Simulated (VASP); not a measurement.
Runs of VASP 6.6.1 on CdS. The structure is that of space group Fm-3m (No. 225), or close to it. The cells are those of the table. 

```csv
level,cell,k mesh,smearing,grid for exact exchange (PRECFOCK),share of exact exchange,screening parameter,gap on the mesh (eV),pressure (GPa)
r2SCAN,"a = 3.853, b = 3.853, c = 3.813 Å, angles 60.3, 60.3, 59.3°, 2 atoms",8 × 8 × 8,gaussian 0.01 eV,-,-,-,(b),(c)
HSE06,"a = 3.850, b = 3.850, c = 3.856 Å, angles 59.9, 59.9, 60.1°, 2 atoms",6 × 6 × 6,gaussian 0.01 eV,Normal,0.25,0.2079 1/Å,1.21,0.6
PBE,"a = 3.856, b = 3.921, c = 3.921 Å, angles 58.9, 60.5, 60.5°, 2 atoms",8 × 8 × 8,fermi-dirac 0.02 eV,-,-,-,0.13,-0.2
PBE,"a = 3.853, b = 3.853, c = 3.813 Å, angles 60.3, 60.3, 59.3°, 2 atoms",8 × 8 × 8,fermi-dirac 0.02 eV,-,-,-,0.16,3.3
PBE,"a = 3.850, b = 3.850, c = 3.856 Å, angles 59.9, 59.9, 60.1°, 2 atoms",8 × 8 × 8,fermi-dirac 0.02 eV,-,-,-,0.23,(a)
```

Alike in all rows: task single point; potentials or basis VASP PAW PBE potentials, release 64 (Cd, S); no spin polarisation; cutoff (eV) 520.

Fill in the values left out.

(a) 2.4; (b) 0.64; (c) 1.7.

Caveats: the PAW data sets were made with another functional, which shifts forces and pressure a little (at least some runs); the cell stands under pressure (at least some runs).

A k mesh can miss the band edges, and the runs leave out spin-orbit coupling on Cd.
